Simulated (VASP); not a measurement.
# AlN (F-43m) in VASP: further runs, part 2 of 2

VASP 6.6.1.

## (5) Relaxation of cell and atoms, PBE, target pressure 16 GPa, at which the enthalpy is minimised

Input file INCAR:

```
SYSTEM = AlN
ALGO = Normal
EDIFF = 1E-7
EDIFFG = -0.001
ENCUT = 600
GGA = PE
GGA_COMPAT = .FALSE.
IBRION = 2
ISIF = 3
ISMEAR = 0
LASPH = .TRUE.
LCHARG = .FALSE.
LREAL = .FALSE.
LWAVE = .FALSE.
NELM = 120
NELMIN = 4
NSW = 80
PREC = Accurate
PSTRESS = 160.0
SIGMA = 0.01
```

Input file KPOINTS:

```
k-points
0
G
  10 10 10
  0 0 0
```

Input file POSCAR:

```
AlN
1.0
    0.0000000000      2.2015871044      2.2015871044
    2.2015871044      0.0000000000      2.2015871044
    2.2015871044      2.2015871044      0.0000000000
Al N
1 1
Direct
    0.0000000000      0.0000000000      0.0000000000
    0.7500000000      0.7500000000      0.7500000000
```

Potentials or basis: VASP PAW PBE potentials, release 64 (Al, N).

Started as:

```console
> cat potpaw_PBE.64/Al/POTCAR potpaw_PBE.64/N/POTCAR > POTCAR
> mpirun -np 1 vasp_std > vasp.out
```

OUTCAR:

```text
SYSTEM = AlN
   EDIFF = 1E-7
   EDIFFG = -0.001
   ENCUT = 600
   GGA = PE
   IBRION = 2
   ISIF = 3
   ISMEAR = 0
   LASPH = .TRUE.
   LREAL = .FALSE.
   NELM = 120
   NELMIN = 4
   NSW = 80
   PREC = Accurate
   PSTRESS = 160.0

 ion  position               nearest neighbor table
   1  0.000  0.000  0.000-   2 1.91   2 1.91   2 1.91   2 1.91
   2  0.750  0.750  0.750-   1 1.91   1 1.91   1 1.91   1 1.91

  LATTYP: Found a face centered cubic cell.
 ALAT       =     4.4031742088

  Lattice vectors:

 A1 = (   0.0000000000,   2.2015871044,   2.2015871044)
 A2 = (   2.2015871044,   0.0000000000,   2.2015871044)
 A3 = (   2.2015871044,   2.2015871044,   0.0000000000)

Analysis of symmetry for initial positions (statically):
=====================================================================
 Subroutine PRICEL returns:
 Original cell was already a primitive cell.

 Routine SETGRP: Setting up the symmetry group for a
 face centered cubic supercell.

 Subroutine GETGRP returns: Found 24 space group operations
 (whereof 24 operations were pure point group operations)
 out of a pool of 48 trial point group operations.

The static configuration has the point symmetry T_d .

Analysis of symmetry for dynamics (positions and initial velocities):
=====================================================================
 Subroutine PRICEL returns:
 Original cell was already a primitive cell.

 Routine SETGRP: Setting up the symmetry group for a
 face centered cubic supercell.

 Subroutine GETGRP returns: Found 24 space group operations
 (whereof 24 operations were pure point group operations)
 out of a pool of 48 trial point group operations.

The dynamic configuration has the point symmetry T_d .

 Subroutine INISYM returns: Found 24 space group operations
 (whereof 24 operations are pure point group operations),
[... 120 lines left out ...]
   LORBIT       =      0    0 simple, 1 ext, 2 COOP (PROOUT), +10 PAW based schemes
   GGA     = PE    functional components
   LHFCALC =     F    Hartree Fock is set to
   AEXX    =    0.0000 exact exchange contribution
   IVDW    =     0    specifies the selected vdW correction
   LEPSILON=     F    determine dielectric tensor
   LRPA    =     F    only Hartree local field effects (RPA)
 conjugate gradient relaxation of ions
 non-spin polarized calculation
 Gauss-broadening in eV      SIGMA  =   0.01
  energy-cutoff  :      600.00
  volume of cell :       21.34
 maximum number of plane-waves:       728
 NGX is ok and might be reduce to    28
   NGX = 13   NGY = 13   NGZ = 13

--------------------------------------- Ionic step        1  -------------------------------------------

 number of electron       8.0000000 magnetization

 Free energy of the ion-electron system (eV)
  ---------------------------------------------------
  ext. energy  EPLUGINS =         0.00000000
  ---------------------------------------------------
  free energy    TOTEN  =       -14.84892103 eV

  energy without entropy =      -14.84892103  energy(sigma->0) =      -14.84892103

------------------------ aborting loop because EDIFF is reached ----------------------------------------

  FORCE on cell =-STRESS in cart. coord.  units (eV):
  Direction    XX          YY          ZZ          XY          YZ          ZX
  --------------------------------------------------------------------------------------
  -------------------------------------------------------------------------------------
  Total       -0.0522845     -0.0522845     -0.0522845      0.0000000     -0.0000000     -0.0000000
  in kB       -3.9250603     -3.9250603     -3.9250603      0.0000000     -0.0000000     -0.0000000
  external PRESSURE =    -163.9250603 kB  Pullay stress =     160.0000000 kB
[... 101 lines left out ...]
--------------------------------------- Ionic step        4  -------------------------------------------

 number of electron       8.0000000 magnetization

 Free energy of the ion-electron system (eV)
  ---------------------------------------------------
  ext. energy  EPLUGINS =         0.00000000
  ---------------------------------------------------
  free energy    TOTEN  =       -14.77967825 eV

  energy without entropy =      -14.77967825  energy(sigma->0) =      -14.77967825

 E-fermi :   6.5554     XC(G=0): -11.1523

 val. band max:        6.4473833425   @ k =   0.0000   0.0000   0.0000
 cond. band min:       9.7898641755   @ k =   0.5000   0.5000   0.0000
 fundamental gap:      3.3424808330
 Fermi energy:         6.5553970114

 k-point     1 :       0.0000    0.0000    0.0000
  band No.  band energies     occupation
      1      -8.8271      2.00000
      2       6.4474      2.00000
      3       6.4474      2.00000
      4       6.4474      2.00000
      5      11.0912      0.00000
      6      19.5079      0.00000
      7      19.5079      0.00000
      8      19.5079      0.00000
[... 243 lines left out ...]
 k-point    24 :       0.4000    0.3000    0.0000
  band No.  band energies     occupation
      1      -6.6825      2.00000
      2       2.1960      2.00000
      3       4.6938      2.00000
      4       5.0041      2.00000
      5      11.4738      0.00000
      6      16.3128      0.00000
      7      19.3193      0.00000
      8      21.5907      0.00000

 [... further k-points ...]
[... 5 lines left out ...]
  --------------------------------------------------------------------------------------
  -------------------------------------------------------------------------------------
  Total        1.9812741      1.9812741      1.9812741      0.0000000     -0.0000000      0.0000000
  in kB      160.1103119    160.1103119    160.1103119      0.0000000     -0.0000000      0.0000000
  external PRESSURE =       0.1103119 kB  Pullay stress =     160.0000000 kB
[... 21 lines left out ...]
  energy  without entropy=      -14.7796782512  energy(sigma->0) =      -14.77967825

  enthalpy is  TOTEN    =       -12.7997691765 eV   P V=        1.9799090747

 reached required accuracy - stopping structural energy minimisation
```

CONTCAR:

```text
AlN
   1.00000000000000
    -0.0000000000000000    2.1481698493756656    2.1481698493756656
     2.1481698493756656   -0.0000000000000000    2.1481698493756656
     2.1481698493756656    2.1481698493756656    0.0000000000000000
  Al              N
     1     1
Direct
     1.0000000000000000    1.0000000000000000    1.0000000000000000
     0.7500000000000000    0.7500000000000000    0.7500000000000000

  0.00000000E+00  0.00000000E+00  0.00000000E+00
  0.00000000E+00  0.00000000E+00  0.00000000E+00
```

Wall time 22 s (1 thread of Intel Xeon Platinum 8375C at 2.90GHz (Ice Lake), shared host); peak memory 0.16 GiB.

Results:

* Free energy: -14.7797 eV
* Relaxed volume: 9.91 Å³/atom
* Relaxed cell: a = 3.038 Å, b = 3.038 Å, c = 3.038 Å, α = 60.00°, β = 60.00°, γ = 60.00°
* Space group after relaxing (to 0.05 Å): F-43m (No. 216)
* Energy change on relaxing (the enthalpy is what falls): +34.6 meV/atom
* Ionic steps: 4
* Pressure after relaxing: 16.0 GPa
* Band gap on the k mesh: 3.34 eV, indirect (least direct gap 4.64 eV)

The path:
```csv
step,energy change (eV),largest force (eV/Å),pressure (GPa),volume (Å³)
1,0.0000,0.0000,-0.39,21.34
2,0.3676,0.0000,42.63,18.14
3,0.0664,0.0000,15.64,19.86
4,0.0692,0.0000,16.01,19.83
```

Final structure:
```
Al N
1.0
     0.00000    2.14817    2.14817
     2.14817    0.00000    2.14817
     2.14817    2.14817    0.00000
Al N
1 1
Cartesian
  4.2963 4.2963 4.2963
  3.2223 3.2223 3.2223
```

Levels at points of the mesh, in eV from the valence-band top:
| k point | band 1 | band 2 | band 3 | band 4 | band 5 | band 6 | band 7 | band 8 |
| --- | --- | --- | --- | --- | --- | --- | --- | --- |
| (0.00, 0.00, 0.00) | -15.27 | 0.00 | 0.00 | 0.00 | 4.64 | 13.06 | 13.06 | 13.06 |
| (0.50, 0.00, 0.00) | -13.08 | -6.07 | -0.48 | -0.48 | 7.84 | 10.21 | 11.46 | 11.46 |
| (0.50, 0.50, 0.00) | -12.39 | -5.06 | -1.83 | -1.83 | 3.34 | 8.92 | 14.65 | 16.36 |

Caveat: the cell is relaxed towards a set pressure, so the enthalpy falls and the energy may rise. Expect the measured gap to be larger: semilocal functionals such as PBE lack the derivative discontinuity.

## (6) Summary

```csv
task,cell,k mesh,cutoff (eV),gap on the mesh (eV),pressure (GPa)
single point,"a = 3.114 Å, angles 60.0°, 2 atoms",10 × 10 × 10,520,3.30,-0.3
single point,"a = 7.627 Å, angles 109.5°, 32 atoms",2 × 2 × 2,520,3.30,-0.4
single point,"a = 3.040 Å, angles 60.0°, 2 atoms",10 × 10 × 10,600,3.34,15.6
relaxation of cell and atoms,"relaxed to 16 GPa from a = 3.114 Å, angles 60.0°, 2 atoms",10 × 10 × 10,600,3.34,16.0
```

Alike in all rows: level PBE; potentials or basis VASP PAW PBE potentials, release 64 (Al, N); no spin polarisation; smearing gaussian 0.01 eV.

Caveats: some runs use coarse meshes; the cell is relaxed towards a set pressure, so the enthalpy falls and the energy may rise (some runs).

Total energies depend on the potentials used, so only differences within one code and one set of settings carry meaning.
